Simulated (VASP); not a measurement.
Input of a VASP 6.6.1 run:

The input INCAR:

```
ALGO = Normal ; EDIFF = 1E-6
EDIFFG = -0.025 ; ENCUT = 600
GGA = PE ; IBRION = 2
ISIF = 3 ; ISMEAR = 0
LASPH = True ; LCHARG = False
LREAL = False ; LWAVE = False
NELM = 100 ; NSW = 80
PREC = Accurate ; SIGMA = 0.2
```

Contents of KPOINTS:

```
k-points
0
Gamma
  8 4 4
```

POSCAR

```
CuO
1.0
    2.1469125523      2.1138334617     -0.0245979994
   -0.0376530339     -0.0231233223      5.2242815499
    4.1610509093     -4.0952664876     -0.0116958132
Cu O
4 4
Direct
    0.5198604797      0.4626667295      0.4568471269
    0.4596873425      0.4896443723     -0.0383176715
    0.0108665478      0.0482787278      0.2585549926
    1.0730908893      0.0124071747      0.7416033796
    0.4594496924      0.7702614751      0.2759470564
    0.4803407607      0.7343470077      0.7720635655
    0.5006816372      0.2335273348      0.2254536707
    0.4960226504      0.2488671780      0.8078478799
```

Potentials or basis: VASP PAW PBE potentials, release 64 (Cu, O).

Command:

```bash
$ cat potpaw_PBE.64/Cu/POTCAR potpaw_PBE.64/O/POTCAR > POTCAR
$ mpirun -np 1 vasp_std > vasp.out
```

(1) What does it give for the space group after relaxing (to 0.1 Å)?

(2) Estimate the relaxed cell.

(3) Estimate the band gap on the k mesh.

(4) Estimate the relaxed volume.

Results:

(1) P4_2/mmc (No. 131).

(2) a = 2.947 Å, b = 5.165 Å, c = 5.899 Å, α = 90.04°, β = 90.01°, γ = 90.02°.

(3) zero (bands 34 and 35 overlap by 0.92 eV).

(4) 11.22 Å³/atom.

Caveat: semilocal functionals often make such compounds metallic where correlation or magnetic order opens a gap, which also shifts bond lengths.
